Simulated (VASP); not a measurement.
# TiPt3 (Pm-3m) in VASP: notebook, part 2 of 2

VASP 6.6.1. The steps go on from the part before.

## Step 4: Single point, PBE

File INCAR:

```
SYSTEM = TiPt3
PREC     = Accurate       ! precision mode
ENCUT    = 500            ! plane-wave cutoff, eV
EDIFF    = 1E-6           ! SCF threshold, eV
ISMEAR   = 0              ! smearing method
SIGMA    = 0.1            ! smearing width, eV
LREAL    = .False.        ! projectors in reciprocal space
LASPH    = .True.         ! aspherical terms in the spheres
NELM     = 120            ! most SCF steps
ALGO     = Normal         ! electronic algorithm
ISIF     = 2              ! what is computed and relaxed
LWAVE    = .False.        ! write WAVECAR
LCHARG   = .True.         ! write CHGCAR
GGA      = PE             ! functional
LELF     = .True.         ! ELF
LVHAR    = .True.       
NBANDS   = 29             ! bands
GGA_COMPAT= .False.
```

File KPOINTS:

```
Automatic mesh
0
Gamma
  12 12 12
  0 0 0
```

File POSCAR:

```
TiPt3
1.0
    3.8970000000      0.0000000000      0.0000000000
    0.0000000000      3.8970000000      0.0000000000
    0.0000000000      0.0000000000      3.8970000000
Ti Pt
1 3
Direct
    0.0000000000      0.0000000000      0.0000000000
    0.0000000000      0.5000000000      0.5000000000
    0.5000000000      0.0000000000      0.5000000000
    0.5000000000      0.5000000000      0.0000000000
```

Potentials or basis: VASP PAW PBE potentials, release 64 (Ti_sv, Pt).

The run is started by

```sh
$ cat potpaw_PBE.64/Ti_sv/POTCAR potpaw_PBE.64/Pt/POTCAR > POTCAR
$ mpirun -np 1 vasp_std > vasp.out
```

OUTCAR:

```text
SYSTEM = TiPt3
   PREC = Accurate
   ENCUT = 500
   EDIFF = 1E-6
   ISMEAR = 0
   LREAL = .False.
   LASPH = .True.
   NELM = 120
   ISIF = 2
   GGA = PE

 ion  position               nearest neighbor table
   1  0.000  0.000  0.000-   2 2.76   3 2.76   4 2.76   2 2.76   3 2.76   2 2.76   4 2.76   2 2.76
                             3 2.76   4 2.76   3 2.76   4 2.76
   2  0.000  0.500  0.500-   1 2.76   3 2.76   4 2.76   1 2.76   4 2.76   1 2.76   3 2.76   1 2.76
                             3 2.76   4 2.76   4 2.76   3 2.76
   3  0.500  0.000  0.500-   1 2.76   2 2.76   4 2.76   1 2.76   4 2.76   2 2.76   4 2.76   4 2.76
                             1 2.76   2 2.76   1 2.76   2 2.76
   4  0.500  0.500  0.000-   1 2.76   2 2.76   3 2.76   2 2.76   3 2.76   1 2.76   3 2.76   3 2.76
                             1 2.76   2 2.76   2 2.76   1 2.76

  LATTYP: Found a simple cubic cell.
 ALAT       =     3.8970000000

  Lattice vectors:

 A1 = (   3.8970000000,   0.0000000000,   0.0000000000)
 A2 = (   0.0000000000,   3.8970000000,   0.0000000000)
 A3 = (   0.0000000000,   0.0000000000,   3.8970000000)

Analysis of symmetry for initial positions (statically):
=====================================================================
 Subroutine PRICEL returns:
 Original cell was already a primitive cell.
[... 178 lines left out ...]
 fundamental gap:      0.0266465656
 Fermi energy:        11.8494433149

 k-point     1 :       0.0000    0.0000    0.0000
  band No.  band energies     occupation
      1     -46.3322      2.00000
      2     -22.5504      2.00000
      3     -22.5504      2.00000
      4     -22.5504      2.00000
      5       1.6435      2.00000
      6       4.4382      2.00000
[... 757 lines left out ...]
     28      16.1295      0.00000
     29      21.4013      0.00000

 [... further k-points ...]

------------------------ aborting loop because EDIFF is reached ----------------------------------------

  FORCE on cell =-STRESS in cart. coord.  units (eV):
  Direction    XX          YY          ZZ          XY          YZ          ZX
  --------------------------------------------------------------------------------------
  -------------------------------------------------------------------------------------
  Total        3.5960663      3.5960663      3.5960663     -0.0000000     -0.0000000      0.0000000
  in kB       97.3524874     97.3524874     97.3524874     -0.0000000     -0.0000000      0.0000000
  external PRESSURE =      97.3524874 kB  Pullay stress =       0.0000000 kB

 VOLUME and BASIS-vectors are now :
 -----------------------------------------------------------------------------
  energy-cutoff  :      500.00
  volume of cell :       59.18
      direct lattice vectors                 reciprocal lattice vectors
     3.897000000  0.000000000  0.000000000     0.256607647  0.000000000  0.000000000
     0.000000000  3.897000000  0.000000000     0.000000000  0.256607647  0.000000000
     0.000000000  0.000000000  3.897000000     0.000000000  0.000000000  0.256607647

 POSITION                                       TOTAL-FORCE (eV/Angst)
 -----------------------------------------------------------------------------------
      0.00000      0.00000      0.00000         0.000000      0.000000      0.000000
      0.00000      1.94850      1.94850         0.000000      0.000000      0.000000
      1.94850      0.00000      1.94850         0.000000      0.000000      0.000000
      1.94850      1.94850      0.00000         0.000000      0.000000      0.000000
 -----------------------------------------------------------------------------------
    total drift:                                0.000000      0.000000      0.000000

  FREE ENERGIE OF THE ION-ELECTRON SYSTEM (eV)
  ---------------------------------------------------
  free  energy   TOTEN  =       -29.4879685588 eV

  energy  without entropy=      -29.4829671262  energy(sigma->0) =      -29.48546784
```

OSZICAR:

```text
N       E                     dE             d eps       ncg     rms          rms(c)
DAV:   1     0.371370217558E+03    0.37137E+03   -0.20436E+04  4872   0.153E+03
DAV:   2    -0.604989582869E+01   -0.37742E+03   -0.35829E+03  5162   0.399E+02
DAV:   3    -0.316382713394E+02   -0.25588E+02   -0.24380E+02  6062   0.993E+01
DAV:   4    -0.325321981379E+02   -0.89393E+00   -0.89050E+00  6127   0.171E+01
DAV:   5    -0.325557377358E+02   -0.23540E-01   -0.23537E-01  5875   0.273E+00    0.226E+01
DAV:   6    -0.308785529111E+02    0.16772E+01   -0.11124E+01  5315   0.285E+01    0.143E+01
DAV:   7    -0.304508951777E+02    0.42766E+00   -0.21172E+01  6267   0.289E+01    0.108E+01
DAV:   8    -0.296016513948E+02    0.84924E+00   -0.97175E-01  5205   0.951E+00    0.427E+00
DAV:   9    -0.295572676121E+02    0.44384E-01   -0.12274E+00  6900   0.633E+00    0.270E+00
DAV:  10    -0.294884715980E+02    0.68796E-01   -0.25038E-01  5639   0.361E+00    0.426E-01
DAV:  11    -0.294916417008E+02   -0.31701E-02   -0.50974E-03  5751   0.560E-01    0.602E-01
DAV:  12    -0.294879541377E+02    0.36876E-02   -0.13843E-02  6411   0.752E-01    0.213E-02
DAV:  13    -0.294879695552E+02   -0.15418E-04   -0.19350E-04  5291   0.100E-01    0.157E-02
DAV:  14    -0.294879685492E+02    0.10060E-05   -0.18723E-05  6073   0.301E-02    0.101E-02
DAV:  15    -0.294879685588E+02   -0.96229E-08   -0.31946E-06  4282   0.162E-02
   1 F= -.29487969E+02 E0= -.29485468E+02  d E =-.500143E-02
```

It took 2.4 min on 1 thread of Intel Xeon 8259CL, shared host; peak memory 0.25 GiB.

What came out:

| Quantity | Value |
| --- | --- |
| Free energy | -29.4880 eV |
| Pressure | 9.7 GPa |
| Band gap on the k mesh | zero (bands 21 and 22 overlap by 1.84 eV) |

Caveat: the cell stands under pressure; spin-orbit coupling is left out, which moves the levels of the heavy elements.

## Step 5: Overview

| cell | k mesh | gap on the mesh (eV) | pressure (GPa) |
| --- | --- | --- | --- |
| a = 3.897 Å, 4 atoms | 6 × 6 × 6 | none | 9.7 |
| a = 3.948 Å, 4 atoms | 6 × 6 × 6 | none | -0.4 |
| a = 3.897 Å, 4 atoms | 12 × 12 × 12 | none | 9.7 |

Alike in all rows: task single point; level PBE; potentials or basis VASP PAW PBE potentials, release 64 (Ti_sv, Pt); no spin polarisation; cutoff (eV) 500; smearing gaussian 0.1 eV.

Caveats: spin-orbit coupling is left out, which moves the levels of the heavy elements; the cell stands under pressure (at least some runs).

Total energies depend on the potentials used, so only differences within one code and one set of settings carry meaning.

The gap in the log of VASP goes by the Fermi energy; the results here count the filled bands.